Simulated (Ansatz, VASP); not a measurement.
AgCl: VASP beside Ansatz

```
Ag Cl
1.0
     3.25354    0.00000    0.00000
     0.00000    3.33116    0.00000
     0.00000    0.00000    6.66232
Ag Cl
2 2
Direct
  0.00000 0.00000 0.00000
  0.00000 0.00000 0.50000
  0.50000 0.50000 0.25000
  0.50000 0.50000 0.75000
```

Change from the starting cell: mode 1 frozen in at +0.000 Å, normal strain along x -0.0233.

Alike in both runs: task single point; functional PBEsol; k mesh 10 × 10 × 6; occupations gaussian, width 0.05 eV; no spin polarisation.

```csv
,VASP,Ansatz
version,VASP 6.6.1,Ansatz 0.2.0
potentials or method,"VASP PAW PBE potentials, release 64 (Ag, Cl), cutoff 520 eV","scalar-relativistic, plane waves, PAW"
valence electrons in the cell,36,52
```

```tsv
	VASP	Ansatz	Ansatz less VASP
gap on the k mesh at the Fermi level (eV)	0.43	0.43	-0.001
least direct gap on the mesh (eV)	0.43	0.43	-0.001
pressure (GPa)	1.5	1.6	+0.12
traceless stress, the component that is largest in VASP (GPa)	0.91	0.91	-0.002
```

VASP's potentials were made for PBE, not for PBEsol. With one functional, cell and mesh, what is left measures potentials, basis and numerics. VASP's potentials hold 36 valence electrons a cell and Ansatz's 52, so a difference there can come from the potentials and not from the codes.
